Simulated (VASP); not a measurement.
The system is InRuS3.

```
In Ru S
1.0
     3.31119    1.91172    2.71352
    -3.31119    1.91172    2.71352
     0.00000   -3.82343    2.71352
In Ru S
1 1 3
Direct
  0.44840 0.44840 0.44840
  0.94885 0.94885 0.94885
  0.03151 0.48580 0.03151
  0.48580 0.03151 0.03151
  0.03151 0.03151 0.48580
```

```yaml
Program: VASP 6.6.1
Task: relaxation of cell and atoms
Functional: PBE
Potentials_or_basis: VASP PAW PBE potentials, release 64 (In_d, Ru_pv, S)
Cutoff: 600 eV
k_mesh: 6 × 6 × 6
Occupations: gaussian, width 0.1 eV
Spin: no spin polarisation
```

At the start: pressure -0.2 GPa; volume 20.61 Å³/atom.

How do energy, volume and symmetry change on relaxing?

Over 8 steps the energy falls by 2.6 meV/atom and the volume is 20.57 Å³/atom (-0.2 %); space group R3m (No. 160, to 0.05 Å).

Step by step:
```csv
step,energy change (eV),largest force (eV/Å),pressure (GPa),volume (Å³)
1,0.0000,0.2411,-0.20,103.06
2,-0.0041,0.1781,-0.01,102.68
3,-0.0074,0.1103,0.39,101.97
4,-0.0091,0.1340,-0.26,102.65
5,-0.0092,0.1308,-0.16,102.55
6,-0.0116,0.0902,-0.06,102.62
7,-0.0125,0.0443,0.04,102.69
8,-0.0131,0.0315,0.00,102.83
```

Final structure:
```
CELL_PARAMETERS angstrom
3.33243 1.92398 2.67307
-3.33243 1.92398 2.67307
0.00000 -3.84796 2.67307
ATOMIC_POSITIONS crystal
In 0.44174 0.44174 0.44174
Ru 0.95513 0.95513 0.95513
S 0.03037 0.48847 0.03037
S 0.48847 0.03037 0.03037
S 0.03037 0.03037 0.48847
```
